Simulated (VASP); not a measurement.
Wanted: the native input for a VASP 6.6.1 run.

- Task: single point
- Functional: PBEsol
- Potentials or basis: VASP PAW PBE potentials, release 64 (Zn)
- Cutoff: 520 eV
- k mesh: 16 × 16 × 16
- Occupations: gaussian, width 0.1 eV
- Spin: no spin polarisation
- Dipole correction: no
- Further INCAR settings: ALGO = Fast; EDIFF = 1e-06; NBANDS = 12

The structure of Zn lies in POSCAR:

```
Zn
1.0
   -0.0073875578      1.9453640131      1.9506099650
    1.9571526691     -0.0018075939      1.9450300012
    1.9507474994      1.9333788795      0.0045975758
Zn
1
Direct
    0.0000000000      0.0000000000      0.0000000000
```

This isn't the form of Zn at room conditions, which is hcp.

This cell differs from its parent crystal: the cell strained at random.

The input as run:

INCAR

```
SYSTEM = Zn
ALGO = Fast
EDIFF = 1E-6
ENCUT = 520
GGA = PS
ISIF = 2
ISMEAR = 0
LASPH = .True.
LCHARG = .True.
LELF = .True.
LREAL = .False.
LVHAR = .True.
LWAVE = .False.
NBANDS = 12
NELM = 60
PREC = Accurate
SIGMA = 0.1
```

KPOINTS

```
k-points
0
Gamma
  16 16 16
  0 0 0
```

Potentials or basis: VASP PAW PBE potentials, release 64 (Zn).

The run is started by

```sh
$ cat potpaw_PBE.64/Zn/POTCAR > POTCAR
$ mpirun -np 1 vasp_std > vasp.out
```

Results of the run:

The pressure is -3.2 GPa and the band gap on the k mesh is zero (bands 6 and 7 overlap by 3.66 eV).

Caveat: the cell differs from its parent crystal (the cell strained at random); the cell stands under tension; the PAW data sets were made with another functional, which shifts forces and pressure a little.

It took 110 s on 1 thread of Intel(R) Xeon(R) 6975P-C (Granite Rapids) (shared host), peak memory 0.43 GiB.
